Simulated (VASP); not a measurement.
## Li2TiO2: single point with r2SCAN

Li2TiO2:

```xyz
10
Lattice="3.6418 2.8503 0.0000 5.4627 1.4251 -4.6724 1.8209 4.2754 -4.6724" Properties=species:S:1:pos:R:3 pbc="T T T"
Li    5.4627    5.7006   -6.6638
Li    9.1045    5.7006   -6.6638
Li    1.8209    2.8503   -2.6810
Li    5.4627    2.8503   -2.6810
Ti    3.6418    4.2754   -4.6724
Ti    7.2836    4.2754   -4.6724
O     1.8209    1.4251   -1.3298
O     7.2836    5.7006   -6.0022
O     3.6418    2.8503   -3.3426
O     9.1045    7.1257   -8.0151
```

```
Program                : VASP 6.6.1
Task                   : single point
Functional             : r2SCAN
Potentials or basis    : VASP PAW PBE potentials, release 64 (Li_sv, Ti_sv, O)
Cutoff                 : 520 eV
k mesh                 : 6 × 6 × 6
Occupations            : fermi-dirac, width 0.1 eV
Spin                   : no spin polarisation
Dipole correction      : no
Further INCAR settings : ALGO = Normal; EDIFF = 1e-06; NBANDS = 41
```

```json
{"Largest force": "0.992 eV/Å", "Band gap on the k mesh": "zero (bands 30 and 31 overlap by 0.83 eV)", "Valence electrons inside the program's atomic spheres": "Li 2.06; Ti 10.34; O 5.14"}
```

Forces in eV/Å, atoms in the order of the input:
```
Li   0.000  0.000  0.500
Li   0.000  0.000  0.500
Li   0.000  0.000 -0.500
Li   0.000  0.000 -0.500
Ti   0.000  0.000  0.000
Ti   0.000  0.000  0.000
O    0.000  0.000 -0.992
O    0.000  0.000 -0.992
O    0.000  0.000  0.992
O    0.000  0.000  0.992
```

Levels at points of the mesh, in eV from the Fermi level:
| k point | band 28 | band 29 | band 30 | band 31 | band 32 | band 33 |
| --- | --- | --- | --- | --- | --- | --- |
| (0.00, 0.00, 0.00) | -4.96 | -3.14 | -0.63 | 0.20 | 0.56 | 1.21 |
| (0.50, 0.00, 0.00) | -5.44 | -1.30 | -1.30 | 0.66 | 0.66 | 0.66 |
| (0.00, 0.50, 0.00) | -5.56 | -1.21 | -1.21 | 0.65 | 0.65 | 0.85 |
| (0.50, 0.50, 0.00) | -5.18 | -1.38 | 0.00 | 0.34 | 1.03 | 1.08 |
| (0.00, 0.50, 0.50) | -5.51 | -3.19 | -0.63 | -0.26 | 0.56 | 1.21 |
| (0.50, 0.50, 0.50) | -5.73 | -1.17 | -1.17 | 0.78 | 0.78 | 0.98 |

Run time: 24 min on 1 thread of Intel(R) Xeon(R) Platinum 8488C (Sapphire Rapids), with other jobs on the host, peak memory 0.48 GiB.

Caveat: the PAW data sets were made with another functional, which shifts forces and pressure a little.
